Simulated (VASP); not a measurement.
# W (I4/mmm) in VASP: further runs, part 2 of 2

VASP 6.6.1.

## Step 3: Single point, PBEsol

INCAR

```
ALGO     = Fast           # electronic algorithm
EDIFF    = 1E-7           # SCF threshold, eV
ENCUT    = 520            # plane-wave cutoff, eV
GGA      = PS             # functional
ISIF     = 2              # what is computed and relaxed
ISMEAR   = 0              # smearing method
LASPH    = True           # aspherical terms in the spheres
LCHARG   = False          # write CHGCAR
LREAL    = False          # projectors in reciprocal space
LWAVE    = False          # write WAVECAR
NBANDS   = 13             # bands
NELM     = 60             # most SCF steps
PREC     = Accurate       # precision mode
SIGMA    = 0.15           # smearing width, eV
```

KPOINTS

```
k-points
0
Gamma
  30 30 30
```

POSCAR

```
W
1.0
   -1.6649773294      1.6649773294      1.4152307300
    1.6649773294     -1.6649773294      1.4152307300
    1.6649773294      1.6649773294     -1.4152307300
W
1
Direct
    0.0000000000      0.0000000000      0.0000000000
```

Potentials or basis: VASP PAW PBE potentials, release 64 (W_sv).

On the command line:

```
cat potpaw_PBE.64/W_sv/POTCAR > POTCAR
mpirun -np 1 vasp_std > vasp.out
```

OUTCAR:

```text
EDIFF = 1E-7
   ENCUT = 520
   GGA = PS
   ISIF = 2
   ISMEAR = 0
   LASPH = True
   LREAL = False
   NELM = 60
   PREC = Accurate

 ion  position               nearest neighbor table
   1  0.000  0.000  0.000-

  LATTYP: Found a body centered tetragonal cell.
 ALAT       =     3.3299546588
 C/A-ratio  =     0.8500000000

  Lattice vectors:

 A1 = (  -1.6649773294,   1.6649773294,   1.4152307300)
 A2 = (   1.6649773294,  -1.6649773294,   1.4152307300)
 A3 = (   1.6649773294,   1.6649773294,  -1.4152307300)
[... 563 lines left out ...]
     13      31.8108      0.00000

 [... further k-points ...]

------------------------ aborting loop because EDIFF is reached ----------------------------------------

  FORCE on cell =-STRESS in cart. coord.  units (eV):
  Direction    XX          YY          ZZ          XY          YZ          ZX
  --------------------------------------------------------------------------------------
  -------------------------------------------------------------------------------------
  Total       -0.9472942     -0.9472942      3.3609550      0.0000000      0.0000000     -0.0000000
  in kB      -96.7144927    -96.7144927    343.1384582      0.0000000      0.0000000     -0.0000000
  external PRESSURE =      49.9031576 kB  Pullay stress =       0.0000000 kB

 VOLUME and BASIS-vectors are now :
 -----------------------------------------------------------------------------
  energy-cutoff  :      520.00
  volume of cell :       15.69
      direct lattice vectors                 reciprocal lattice vectors
    -1.664977329  1.664977329  1.415230730     0.000000000  0.300304389  0.353299281
     1.664977329 -1.664977329  1.415230730     0.300304389  0.000000000  0.353299281
     1.664977329  1.664977329 -1.415230730     0.300304389  0.300304389  0.000000000

 POSITION                                       TOTAL-FORCE (eV/Angst)
 -----------------------------------------------------------------------------------
      0.00000      0.00000      0.00000        -0.000000      0.000000      0.000000
 -----------------------------------------------------------------------------------
    total drift:                                0.000000     -0.000000      0.000000

  FREE ENERGIE OF THE ION-ELECTRON SYSTEM (eV)
  ---------------------------------------------------
  free  energy   TOTEN  =       -13.5303592801 eV

  energy  without entropy=      -13.5220721140  energy(sigma->0) =      -13.52621570
```

OSZICAR:

```text
N       E                     dE             d eps       ncg     rms          rms(c)
DAV:   1     0.834936575636E+02    0.83494E+02   -0.74602E+03 52021   0.123E+03
DAV:   2    -0.125682194294E+02   -0.96062E+02   -0.92333E+02 58062   0.316E+02
DAV:   3    -0.141896673532E+02   -0.16214E+01   -0.16158E+01 57327   0.397E+01
DAV:   4    -0.141960658195E+02   -0.63985E-02   -0.63983E-02 57732   0.276E+00
DAV:   5    -0.141961178087E+02   -0.51989E-04   -0.51989E-04 58027   0.235E-01    0.219E+01
RMM:   6    -0.136731590366E+02    0.52296E+00   -0.39939E-01 56473   0.582E+00    0.923E+00
RMM:   7    -0.135342971784E+02    0.13886E+00   -0.28659E-01 57300   0.491E+00    0.732E-01
RMM:   8    -0.135304570643E+02    0.38401E-02   -0.11492E-02 64909   0.120E+00    0.232E-01
RMM:   9    -0.135303507698E+02    0.10629E-03   -0.18308E-03 63480   0.515E-01    0.349E-02
RMM:  10    -0.135303629310E+02   -0.12161E-04   -0.24403E-04 67652   0.192E-01    0.140E-02
RMM:  11    -0.135303585611E+02    0.43699E-05   -0.45634E-05 66279   0.837E-02    0.420E-03
RMM:  12    -0.135303591962E+02   -0.63504E-06   -0.12891E-05 66707   0.415E-02    0.124E-03
RMM:  13    -0.135303591535E+02    0.42686E-07   -0.11453E-06 59430   0.128E-02    0.766E-04
RMM:  14    -0.135303593116E+02   -0.15809E-06   -0.33598E-07 49150   0.694E-03    0.119E-03
RMM:  15    -0.135303592801E+02    0.31474E-07   -0.54349E-08 37388   0.275E-03
   1 F= -.13530359E+02 E0= -.13526216E+02  d E =-.828717E-02
```

stdout:

```text
POSCAR found type information on POSCAR W
 POSCAR found :  1 types and       1 ions
 scaLAPACK will be used
 -----------------------------------------------------------------------------
|                                                                             |
|                                                                             |
[... 33 lines left out ...]
WARNING in EDDRMM: call to ZHEGV failed, returncode =   8  4     13
WARNING in EDDRMM: call to ZHEGV failed, returncode =   8  4     13
WARNING in EDDRMM: call to ZHEGV failed, returncode =   8  4     13
WARNING in EDDRMM: call to ZHEGV failed, returncode =   6  3     11
WARNING in EDDRMM: call to ZHEGV failed, returncode =   6  3     11
WARNING in EDDRMM: call to ZHEGV failed, returncode =   6  3     12
WARNING in EDDRMM: call to ZHEGV failed, returncode =   8  4     11
WARNING in EDDRMM: call to ZHEGV failed, returncode =   6  3     12
```

Wall time 3.1 min (1 thread of AMD EPYC 9R45 (Zen 5), shared host); peak memory 0.42 GiB.

Results:

| Quantity | Value |
| --- | --- |
| Free energy | -13.5304 eV |
| Pressure | 5.0 GPa |
| Band gap on the k mesh | zero (bands 7 and 8 overlap by 6.75 eV) |

Caveat: the stress differs along the axes, from -10 to 34 GPa; the PAW data sets were made with another functional, which shifts forces and pressure a little; spin-orbit coupling is left out, which moves the levels of the heavy elements.

## Step 4: Single point, PBEsol

INCAR

```
SYSTEM = W
PREC     = Accurate       ! precision mode
ENCUT    = 520            ! plane-wave cutoff, eV
EDIFF    = 1E-6           ! SCF threshold, eV
ISMEAR   = 0              ! smearing method
SIGMA    = 0.15           ! smearing width, eV
LREAL    = .FALSE.        ! projectors in reciprocal space
LASPH    = .TRUE.         ! aspherical terms in the spheres
NELM     = 80             ! most SCF steps
ALGO     = Fast           ! electronic algorithm
ISIF     = 2              ! what is computed and relaxed
LWAVE    = .FALSE.        ! write WAVECAR
LCHARG   = .TRUE.         ! write CHGCAR
GGA      = PS             ! functional
LELF     = .TRUE.         ! ELF
LVHAR    = .TRUE.       
NBANDS   = 13             ! bands
```

KPOINTS

```
Automatic mesh
0
G
  30 30 30
  0 0 0
```

POSCAR

```
W
1.0
   -1.4841833356      1.4841833356      1.7810200027
    1.4841833356     -1.4841833356      1.7810200027
    1.4841833356      1.4841833356     -1.7810200027
W
1
Direct
    0.0000000000      0.0000000000      0.0000000000
```

On the command line:

```
cat potpaw_PBE.64/W_sv/POTCAR > POTCAR
mpirun -np 1 vasp_std > vasp.out
```

Run time: 2.7 min. Hardware: 1 thread of AMD EPYC 9R45 (Zen 5), shared host; peak memory 0.42 GiB.

It converged, with:

* Free energy: -13.5394 eV
* Pressure: 4.5 GPa
* Band gap on the k mesh: zero (bands 7 and 8 overlap by 5.90 eV)

Stress tensor (GPa, compression positive):
```
 15.56   0.00   0.00
  0.00  15.56   0.00
  0.00   0.00 -17.51
```

Levels at points of the mesh, in eV from the Fermi level:
```csv
k point,band 4,band 5,band 6,band 7,band 8,band 9,band 10,band 11
"(0.00, 0.00, 0.00)",-37.57,-9.64,-1.51,-1.51,0.55,0.57,3.20,12.93
"(0.50, 0.00, 0.00)",-37.62,-6.28,-2.52,0.23,0.47,3.97,5.75,10.79
"(0.50, 0.50, 0.00)",-37.78,-6.27,-4.80,1.85,4.18,4.44,6.48,11.39
"(0.50, 0.50, 0.50)",-38.31,-6.11,-5.55,4.91,5.33,5.64,5.64,10.10
```

Caveat: the stress differs along the axes, from -18 to 16 GPa; the PAW data sets were made with another functional, which shifts forces and pressure a little; spin-orbit coupling is left out, which moves the levels of the heavy elements.

## Step 5: The runs side by side

| cell | further INCAR settings | gap on the mesh (eV) | pressure (GPa) |
| --- | --- | --- | --- |
| a = 2.799 Å, angles 101.5, 101.5, 126.9°, 1 atom | ALGO = Fast; EDIFF = 1e-07; NBANDS = 13 | none | 19.2 |
| a = 2.747 Å, angles 105.4, 105.4, 118.0°, 1 atom | ALGO = Fast; EDIFF = 1e-07; NBANDS = 13 | none | 5.0 |
| a = 2.753 Å, angles 114.7, 114.7, 99.4°, 1 atom | ALGO = Fast; EDIFF = 1e-06; NBANDS = 13 | none | 4.5 |

Alike in all rows: task single point; level PBEsol; potentials or basis VASP PAW PBE potentials, release 64 (W_sv); no spin polarisation; k mesh 30 × 30 × 30; cutoff (eV) 520; smearing gaussian 0.15 eV.

Caveats: the PAW data sets were made with another functional, which shifts forces and pressure a little; spin-orbit coupling is left out, which moves the levels of the heavy elements; the stress differs along the axes, from 1 to 57 GPa (at least some runs); the stress differs along the axes, from -10 to 34 GPa (at least some runs); the stress differs along the axes, from -18 to 16 GPa (at least some runs).

Total energies depend on the potentials used, so only differences within one code and one set of settings carry meaning.
